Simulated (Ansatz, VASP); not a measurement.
## Si: VASP beside Ansatz

INCAR

```
ALGO = Normal
EDIFF = 1E-6
EDIFFG = -0.002
ENCUT = 600
GGA = CA
IBRION = 2
ISIF = 3
ISMEAR = 0
LASPH = True
LCHARG = False
LREAL = False
LWAVE = False
NELM = 100
NSW = 100
PREC = Accurate
SIGMA = 0.02
```

KPOINTS

```
k-points
0
Gamma
  10 10 10
```

Contents of POSCAR:

```
Si
1.0
    0.0000000000      2.7008304894      2.7008304894
    2.7008304894      0.0000000000      2.7008304894
    2.7008304894      2.7008304894      0.0000000000
Si
2
Direct
    0.5000000000      0.5000000000      0.5000000000
    0.7500000000      0.7500000000      0.7500000000
```

Input for Ansatz:

```yaml
crystal:
  lattice:
    - [0.0, 2.7008304894, 2.7008304894]
    - [2.7008304894, 0.0, 2.7008304894]
    - [2.7008304894, 2.7008304894, 0.0]
  atoms:
    - { symbol: Si, position: [0.5, 0.5, 0.5] }
    - { symbol: Si, position: [0.75, 0.75, 0.75] }
basis:
  ecutwfc: 420
kpoints:
  mp_grid: { grid: [10, 10, 10] }
hamiltonian:
  xc: lda
  pseudopotentials: { kind: paw, azcp: { folder: soft_1 } }
scf:
  occupations: { method: gaussian, width: 0.02 }
output:
  forces: true
  stress: true
  eigenvalues: true
relax:
  adjacent_minimum: "off"
  f_tol: 0.002
  max_steps: 80
  cell: { stress_tol: 0.02 }
```

Alike in both runs: task relaxation of cell and atoms; functional LDA; k mesh 10 × 10 × 10; occupations gaussian, width 0.02 eV; no spin polarisation.

```csv
,VASP,Ansatz
version,VASP 6.6.1,Ansatz 0.2.0
potentials or method,"VASP PAW LDA potentials, release 64 (Si), cutoff 600 eV","scalar-relativistic, plane waves, PAW"
valence electrons in the cell,8,8
```

Ansatz gave:

- gap on the k mesh at the Fermi level, each at its own relaxed structure (eV): 0.46
- relaxed volume (Å³/atom): 19.70
- relaxed cell length with the largest relative difference (Å): 3.820

**Question.** Estimate VASP's values.

**Answer.** gap on the k mesh at the Fermi level, each at its own relaxed structure (eV): 0.45; relaxed volume (Å³/atom): 19.72; relaxed cell length with the largest relative difference (Å): 3.820.

Ansatz warns that its potentials were made for another functional, while VASP's fit it. LDA's correlation is that of Perdew and Zunger in VASP and of Perdew and Wang (1992) in Ansatz.
